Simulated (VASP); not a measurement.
# HfSn3Se8 (P-3m1) in VASP: a series of runs

HfSn3Se8 is run at these levels: PBE; tasks: single point.

All numbers are computed with VASP 6.6.1; they aren't measurements. Logs are shortened: lines on timing, memory, paths and dates and some standing lists are left out, and cuts for length are marked.

**1. The cell of the first run**

The structure is trigonal, space group P-3m1 (No. 164). Conventional cell: a = 7.713 Å, b = 7.713 Å, c = 6.987 Å, α = 90.00°, β = 90.00°, γ = 120.00°. Within 3.6 Å of Hf (site symmetry -3m) lie 6 Se at 2.71 Å. Sn (site symmetry 2/m) has 6 Se at 2.73 to 2.76 Å within 3.6 Å. Within 3.6 Å of Se (site symmetry m) lie 1 Hf at 2.71 Å and 2 Sn at 2.76 Å. Within 3.6 Å of Se (site symmetry 3m) lie 3 Sn at 2.73 Å.

**2. Single point, PBE**

Contents of INCAR:

```
SYSTEM = HfSn3Se8
PREC = Accurate
ENCUT = 520
EDIFF = 1E-6
ISMEAR = 0
SIGMA = 0.1
LREAL = .False.
LASPH = .True.
NELM = 100
ALGO = Normal
ISIF = 2
LWAVE = .False.
LCHARG = .False.
GGA = PE
NBANDS = 62
```

Contents of KPOINTS:

```
Automatic mesh
0
Gamma
  3 3 4
  0 0 0
```

Contents of POSCAR:

```
HfSn3Se8
1.0
    7.7133297000      0.0000000000      0.0000000000
   -3.8566648000      6.6799394000      0.0000000000
    0.0000000000      0.0000000000      6.9872690000
Hf Sn Se
1 3 8
Direct
    0.0000000000      0.0000000000      0.0000000000
    0.5000000000      0.5000000000      0.0000000000
    0.5000000000      0.0000000000      0.0000000000
    0.0000000000      0.5000000000      0.0000000000
    0.8360655000      0.6721310000      0.7710260000
    0.8360655000      0.1639345000      0.7710260000
    0.3333333000      0.6666667000      0.7736360000
    0.3278690000      0.1639345000      0.7710260000
    0.6721310000      0.8360655000      0.2289740000
    0.6666667000      0.3333333000      0.2263640000
    0.1639345000      0.8360655000      0.2289740000
    0.1639345000      0.3278690000      0.2289740000
```

Potentials or basis: VASP PAW PBE potentials, release 64 (Hf_pv, Sn_d, Se).

The run is started by

```sh
$ cat potpaw_PBE.64/Hf_pv/POTCAR potpaw_PBE.64/Sn_d/POTCAR potpaw_PBE.64/Se/POTCAR > POTCAR
$ mpirun -np 1 vasp_std > vasp.out
```

OUTCAR:

```text
SYSTEM = HfSn3Se8
   PREC = Accurate
   ENCUT = 520
   EDIFF = 1E-6
   ISMEAR = 0
   LREAL = .False.
   LASPH = .True.
   NELM = 100
   ISIF = 2
   GGA = PE

 ion  position               nearest neighbor table
   1  0.000  0.000  0.000-   5 2.71  12 2.71  11 2.71   6 2.71   8 2.71   9 2.71
   2  0.500  0.500  0.000-   7 2.73  10 2.73   9 2.76   8 2.76   5 2.76  12 2.76
   3  0.500  0.000  0.000-   7 2.73  10 2.73   9 2.76   8 2.76   6 2.76  11 2.76
   4  0.000  0.500  0.000-   7 2.73  10 2.73   6 2.76  11 2.76   5 2.76  12 2.76
   5  0.836  0.672  0.771-   1 2.71   4 2.76   2 2.76
   6  0.836  0.164  0.771-   1 2.71   4 2.76   3 2.76
   7  0.333  0.667  0.774-   3 2.73   4 2.73   2 2.73
   8  0.328  0.164  0.771-   1 2.71   2 2.76   3 2.76
   9  0.672  0.836  0.229-   1 2.71   2 2.76   3 2.76
  10  0.667  0.333  0.226-   3 2.73   4 2.73   2 2.73
  11  0.164  0.836  0.229-   1 2.71   4 2.76   3 2.76
  12  0.164  0.328  0.229-   1 2.71   4 2.76   2 2.76

  LATTYP: Found a hexagonal cell.
 ALAT       =     7.7133297000
 C/A-ratio  =     0.9058693550

  Lattice vectors:

 A1 = (   7.7133297000,   0.0000000000,   0.0000000000)
 A2 = (  -3.8566648000,   6.6799394000,   0.0000000000)
 A3 = (   0.0000000000,   0.0000000000,   6.9872690000)

Analysis of symmetry for initial positions (statically):
=====================================================================
 Subroutine PRICEL returns:
 Original cell was already a primitive cell.

 Routine SETGRP: Setting up the symmetry group for a
 hexagonal supercell.

 Subroutine GETGRP returns: Found 12 space group operations
 (whereof 12 operations were pure point group operations)
 out of a pool of 24 trial point group operations.

The static configuration has the point symmetry D_3d.

Analysis of symmetry for dynamics (positions and initial velocities):
=====================================================================
 Subroutine PRICEL returns:
 Original cell was already a primitive cell.

 Routine SETGRP: Setting up the symmetry group for a
 hexagonal supercell.

 Subroutine GETGRP returns: Found 12 space group operations
 (whereof 12 operations were pure point group operations)
 out of a pool of 24 trial point group operations.

The dynamic configuration has the point symmetry D_3d.

 Subroutine INISYM returns: Found 12 space group operations
 (whereof 12 operations are pure point group operations),
 and found     1 'primitive' translations

----------------------------------------------------------------------------------------

                                     Primitive cell

  volume of cell :     360.0161

  direct lattice vectors                    reciprocal lattice vectors
     7.713329700  0.000000000  0.000000000     0.129645696  0.074850977  0.000000000
    -3.856664800  6.679939400  0.000000000     0.000000000  0.149701957  0.000000000
     0.000000000  0.000000000  6.987269000     0.000000000  0.000000000  0.143117433

  length of vectors
     7.713329700  7.713329616  6.987269000     0.149701955  0.149701957  0.143117433

  position of ions in fractional coordinates (direct lattice)
     0.000000000  0.000000000  0.000000000
     0.500000000  0.500000000  0.000000000
     0.500000000  0.000000000  0.000000000
     1.000000000  0.500000000  0.000000000
     0.836065500  0.672131000  0.771026000
     0.836065500  0.163934500  0.771026000
     0.333333300  0.666666700  0.773636000
     0.327869000  0.163934500  0.771026000
     0.672131000  0.836065500  0.228974000
     0.666666700  0.333333300  0.226364000
     0.163934500  0.836065500  0.228974000
     0.163934500  0.327869000  0.228974000

  ion indices of the primitive-cell ions
   primitive index   ion index
                 1           1
                 2           2
                 3           3
                 4           4
                 5           5
                 6           6
                 7           7
                 8           8
                 9           9
                10          10
                11          11
                12          12

----------------------------------------------------------------------------------------

 KPOINTS: Automatic mesh

Automatic generation of k-mesh.
 Grid dimensions read from file:
 generate k-points for:    3    3    4

 Generating k-lattice:

  Cartesian coordinates                     Fractional coordinates (reciprocal lattice)
     0.043215232  0.024950326  0.000000000     0.333333333 -0.000000000  0.000000000
     0.000000000  0.049900652  0.000000000     0.000000000  0.333333333  0.000000000
     0.000000000  0.000000000  0.035779358     0.000000000  0.000000000  0.250000000

  Length of vectors
     0.049900652  0.049900652  0.035779358

  Shift w.r.t. Gamma in fractional coordinates (k-lattice)
     0.000000000  0.000000000  0.000000000

 Subroutine IBZKPT returns following result:
 ===========================================

 Found     10 irreducible k-points:

 Following reciprocal coordinates:
            Coordinates               Weight
  0.000000  0.000000  0.000000      1.000000
  0.333333  0.000000  0.000000      6.000000
  0.333333  0.333333  0.000000      2.000000
  0.000000  0.000000  0.250000      2.000000
  0.333333  0.000000  0.250000      6.000000
  0.000000  0.333333  0.250000      6.000000
  0.333333  0.333333  0.250000      4.000000
  0.000000  0.000000  0.500000      1.000000
  0.333333  0.000000  0.500000      6.000000
  0.333333  0.333333  0.500000      2.000000
   k-points           NKPTS =     10   k-points in BZ     NKDIM =     10   number of bands    NBANDS=     62
   number of dos      NEDOS =    301   number of ions     NIONS =     12
   total plane-waves  NPLWV = 194400
   dimension x,y,z NGX =    60 NGY =   60 NGZ =   54
   dimension x,y,z NGXF=   120 NGYF=  120 NGZF=  108
   ions per type =               1   3   8
   NGX,Y,Z   is equivalent  to a cutoff of  12.93, 12.93, 12.85 a.u.
   NGXF,Y,Z  is equivalent  to a cutoff of  25.86, 25.86, 25.70 a.u.
 SYSTEM =  HfSn3Se8
   PREC   = accura    normal or accurate (medium, high low for compatibility)
   ISTART =      0    job   : 0-new  1-cont  2-samecut
   ICHARG =      2    charge: 1-file 2-atom 10-const
   ISPIN  =      1    spin polarized calculation?
   LNONCOLLINEAR =      F non collinear calculations
   LSORBIT =      F    spin-orbit coupling
   LASPH  =      T    aspherical Exc in radial PAW
   ENCUT  =  520.0 eV  38.22 Ry    6.18 a.u.  14.34 14.34 12.99*2*pi/ulx,y,z
   NELM   =    100;   NELMIN=  2; NELMDL= -5     # of ELM steps
   EDIFF  = 0.1E-05   stopping-criterion for ELM
   LREAL  =      F    real-space projection
   EDIFFG = 0.1E-04   stopping-criterion for IOM
   NSW    =      0    number of steps for IOM
   IBRION =     -1    ionic relax: 0-MD 1-quasi-New 2-CG
   NFREE  =      0    steps in history (QN), initial steepest desc. (CG)
   ISIF   =      2    stress and relaxation
   ISYM   =      2    0-nonsym 1-usesym 2-fastsym
   POTIM  = 0.5000    time-step for ionic-motion
   TEBEG  =    0.0;   TEEND  =   0.0 temperature during run
   PSTRESS=    0.0 pullay stress
   NELECT =     100.0000    total number of electrons
   NUPDOWN=      -1.0000    fix difference up-down
   EMIN   =  10.00;   EMAX   =-10.00  energy-range for DOS
   EFERMI =   0.00;   METHOD = LEGACY
   ISMEAR =     0;   SIGMA  =   0.10  broadening in eV -4-tet -1-fermi 0-gaus
   EFERMI_NEDOS =   21; number of points for ismear=-14 and -15
   IALGO  =     38    algorithm
   IMIX   =      4    mixing-type and parameters
     AMIX     =   0.40;   BMIX     =  1.00
     AMIX_MAG =   1.60;   BMIX_MAG =  1.00
  volume/ion in A,a.u.               =      30.00       202.46
  Fermi-wavevector in a.u.,A,eV,Ry     =   1.068155  2.018520 15.523631  1.140955
  Thomas-Fermi vector in A             =   2.203794
   LORBIT       =      0    0 simple, 1 ext, 2 COOP (PROOUT), +10 PAW based schemes
   GGA     = PE    functional components
   LHFCALC =     F    Hartree Fock is set to
   AEXX    =    0.0000 exact exchange contribution
   IVDW    =     0    specifies the selected vdW correction
   LEPSILON=     F    determine dielectric tensor
   LRPA    =     F    only Hartree local field effects (RPA)
 non-spin polarized calculation
 Gauss-broadening in eV      SIGMA  =   0.10
  energy-cutoff  :      520.00
  volume of cell :      360.02
 maximum number of plane-waves:      9758
 NGX is ok and might be reduce to    60
   NGX = 29   NGY = 29   NGZ = 25

 number of electron     100.0000000 magnetization

 number of electron      99.9999968 magnetization

 Free energy of the ion-electron system (eV)
  ---------------------------------------------------
  ext. energy  EPLUGINS =         0.00000000
  ---------------------------------------------------
  free energy    TOTEN  =       -56.05590493 eV

  energy without entropy =      -56.05235602  energy(sigma->0) =      -56.05413047

 E-fermi :   2.4373     XC(G=0):  -8.6233

 val. band max:        2.2776499424   @ k =   0.3333   0.0000   0.0000
 cond. band min:       2.5447387803   @ k =   0.0000   0.0000   0.5000
 fundamental gap:      0.2670888379
 Fermi energy:         2.4372577760

 k-point     1 :       0.0000    0.0000    0.0000
  band No.  band energies     occupation
      1     -28.6386      2.00000
      2     -28.6386      2.00000
      3     -28.5880      2.00000
      4     -18.9731      2.00000
      5     -18.9400      2.00000
      6     -18.9400      2.00000
[... 54 lines left out ...]
     61       7.1626      0.00000
     62       7.1700      0.00000

 k-point     2 :       0.3333    0.0000    0.0000
  band No.  band energies     occupation
      1     -28.6386      2.00000
      2     -28.6386      2.00000
      3     -28.5880      2.00000
      4     -18.9609      2.00000
      5     -18.9386      2.00000
      6     -18.9290      2.00000
[... 519 lines left out ...]
      6     -18.9365      2.00000
[... 54 lines left out ...]
     61       7.1607      0.00000
     62       7.4436      0.00000

------------------------ aborting loop because EDIFF is reached ----------------------------------------

  FORCE on cell =-STRESS in cart. coord.  units (eV):
  Direction    XX          YY          ZZ          XY          YZ          ZX
  --------------------------------------------------------------------------------------
  -------------------------------------------------------------------------------------
  Total       -0.0006102     -0.0006102     -0.0430238     -0.0000000      0.0000000     -0.0000000
  in kB       -0.0027155     -0.0027155     -0.1914684     -0.0000000      0.0000000     -0.0000000
  external PRESSURE =      -0.0656331 kB  Pullay stress =       0.0000000 kB

 VOLUME and BASIS-vectors are now :
 -----------------------------------------------------------------------------
  energy-cutoff  :      520.00
  volume of cell :      360.02
      direct lattice vectors                 reciprocal lattice vectors
     7.713329700  0.000000000  0.000000000     0.129645696  0.074850977  0.000000000
    -3.856664800  6.679939400  0.000000000     0.000000000  0.149701957  0.000000000
     0.000000000  0.000000000  6.987269000     0.000000000  0.000000000  0.143117433

 POSITION                                       TOTAL-FORCE (eV/Angst)
 -----------------------------------------------------------------------------------
      0.00000      0.00000      0.00000         0.000000     -0.000000      0.000000
      1.92833      3.33997      0.00000         0.000000     -0.000000      0.000000
      3.85666      0.00000      0.00000         0.000000     -0.000000      0.000000
     -1.92833      3.33997      0.00000         0.000000     -0.000000      0.000000
      3.85666      4.48979      5.38737         0.000000      0.040606      0.011322
      5.81661      1.09507      5.38737         0.035166     -0.020303      0.011322
     -0.00000      4.45329      5.40560         0.000000     -0.000000     -0.027085
      1.89672      1.09507      5.38737        -0.035166     -0.020303      0.011322
      1.95994      5.58487      1.59990         0.035166      0.020303     -0.011322
      3.85667      2.22665      1.58167         0.000000     -0.000000      0.027085
     -1.95994      5.58487      1.59990        -0.035166      0.020303     -0.011322
      0.00000      2.19015      1.59990        -0.000000     -0.040606     -0.011322
 -----------------------------------------------------------------------------------
    total drift:                                0.000000     -0.000000     -0.000000

  FREE ENERGIE OF THE ION-ELECTRON SYSTEM (eV)
  ---------------------------------------------------
  free  energy   TOTEN  =       -56.0559049285 eV

  energy  without entropy=      -56.0523560169  energy(sigma->0) =      -56.05413047
```

Run time: 9.2 min. Hardware: 1 thread of Intel Xeon 8259CL, shared host; peak memory 0.53 GiB.

What came out:

- Free energy: -56.0559 eV
- Pressure: 0.0 GPa
- Largest force: 0.042 eV/Å
- Band gap on the k mesh: 0.27 eV (least direct gap 0.29 eV)

Forces in eV/Å, atoms in the order of the input:
```
Hf   0.000  0.000  0.000
Sn   0.000  0.000  0.000
Sn   0.000  0.000  0.000
Sn   0.000  0.000  0.000
Se   0.000  0.041  0.011
Se   0.035 -0.020  0.011
Se   0.000  0.000 -0.027
Se  -0.035 -0.020  0.011
Se   0.035  0.020 -0.011
Se   0.000  0.000  0.027
Se  -0.035  0.020 -0.011
Se   0.000 -0.041 -0.011
```

Levels at points of the mesh, in eV from the valence-band top:
```tsv
k point	band 47	band 48	band 49	band 50	band 51	band 52	band 53	band 54
(0.00, 0.00, 0.00)	-0.30	-0.17	-0.03	-0.03	0.38	0.38	0.84	2.61
(0.00, 0.00, 0.50)	-0.24	-0.24	-0.02	-0.02	0.27	0.27	1.02	2.82
```

Caveat: semilocal functionals underestimate gaps, and a narrow one can read as zero; spin-orbit coupling is left out, which moves the levels of the heavy elements; this functional lacks dispersion, which binds layers or chains, so the pressure and a relaxed spacing across them are unreliable. A k mesh can miss the band edges.

**3. Single point, PBE**

Contents of INCAR:

```
PREC = Accurate
ENCUT = 520
EDIFF = 1E-6
ISMEAR = 0
SIGMA = 0.2
LREAL = False
LASPH = True
NELM = 60
ALGO = Normal
ISIF = 2
LWAVE = False
LCHARG = True
GGA = PE
LELF = True
LVHAR = True
NBANDS = 62
```

Contents of KPOINTS:

```
Automatic mesh
0
Gamma
  4 3 3
```

Contents of POSCAR:

```
HfSn3Se8
1.0
    0.0000000000      0.0000000000      6.9872690000
    7.7133296608     -0.0000000289      0.0000000000
   -3.8566648054      6.6799394484      0.0000000000
Hf Sn Se
1 3 8
Direct
    0.0000000000      0.0000000000      0.0000000000
    0.0000000000      0.5000000000      0.5000000000
    0.0000000000      0.5000000000      0.0000000000
    0.0000000000      0.0000000000      0.5000000000
    0.7710260000      0.8360655000      0.6721310000
    0.7710260000      0.8360655000      0.1639345000
    0.7736360000      0.3333333333      0.6666666667
    0.7710260000      0.3278690000      0.1639345000
    0.2289740000      0.6721310000      0.8360655000
    0.2263640000      0.6666666667      0.3333333333
    0.2289740000      0.1639345000      0.8360655000
    0.2289740000      0.1639345000      0.3278690000
```

Potentials or basis: VASP PAW PBE potentials, release 64 (Hf_pv, Sn_d, Se).

The run is started by

```sh
$ cat potpaw_PBE.64/Hf_pv/POTCAR potpaw_PBE.64/Sn_d/POTCAR potpaw_PBE.64/Se/POTCAR > POTCAR
$ mpirun -np 1 vasp_std > vasp.out
```

Run time: 10 min. Hardware: 1 thread of Intel Xeon 8259CL, shared host; peak memory 0.56 GiB.

The run converged. Its results:

```
Free energy            : -56.0690 eV
Pressure               : 0.0 GPa
Largest force          : 0.062 eV/Å
Band gap on the k mesh : 0.28 eV (least direct gap 0.30 eV)
```

Forces on the atoms (eV/Å):
```
Hf   0.000  0.000  0.000
Sn   0.000  0.000  0.000
Sn   0.000  0.000  0.000
Sn   0.000  0.000  0.000
Se   0.000  0.059  0.010
Se   0.051 -0.030  0.010
Se   0.000  0.000 -0.062
Se  -0.051 -0.030  0.010
Se   0.051  0.030 -0.010
Se   0.000  0.000  0.062
Se  -0.051  0.030 -0.010
Se   0.000 -0.059 -0.010
```

Levels at points of the mesh, in eV from the valence-band top:
```tsv
k point	band 48	band 49	band 50	band 51	band 52	band 53
(0.00, 0.00, 0.00)	-0.18	-0.03	-0.03	0.39	0.39	0.85
(0.50, 0.00, 0.00)	-0.25	-0.03	-0.03	0.28	0.28	1.03
```

Caveat: semilocal functionals underestimate gaps, and a narrow one can read as zero; spin-orbit coupling is left out, which moves the levels of the heavy elements; this functional lacks dispersion, which binds layers or chains, so the pressure and a relaxed spacing across them are unreliable. A k mesh can miss the band edges.
